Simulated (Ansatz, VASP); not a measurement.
**One calculation of LaMnIn, two programs**

```xyz
3
Lattice="4.5933 0.0000 0.0000 -2.2967 3.9779 0.0000 0.0000 0.0000 4.0966" Properties=species:S:1:pos:R:3 pbc="T T T"
La    0.0000    0.0000    0.0000
In    0.0000    2.6520    2.0483
Mn    2.2967    1.3260    2.0483
```

Alike in both runs: task single point; functional PBE; k mesh 6 × 6 × 6; occupations fermi-dirac, width 0.05 eV; collinear spin; fixed moment 1 μB.

```csv
,VASP,Ansatz
version,VASP 6.6.1,Ansatz 0.2.0
potentials or method,"VASP PAW PBE potentials, release 64 (La, In_d, Mn_pv)",Ansatz PAW
plane-wave cutoff (eV),520,420
valence electrons in the cell,37,39
```

VASP gave:

```
pressure (GPa)                                                : 2.0
traceless stress, the component that is largest in VASP (GPa) : -0.05
net moment per atom (μB)                                      : 0.33
size of the moment on the site where the two differ most (μB) : 0.23
```

Task: Estimate Ansatz's values.

Result: Pressure (GPa): 2.1; traceless stress, the component that is largest in VASP (GPa): -0.05; net moment per atom (μB): 0.33; size of the moment on the site where the two differ most (μB): 0.13.

Site moments also hang on the region over which each program counts them. VASP's potentials hold 37 valence electrons a cell and Ansatz's 39, so a difference there can come from the potentials and not from the codes.

Neither program's run includes spin-orbit coupling.
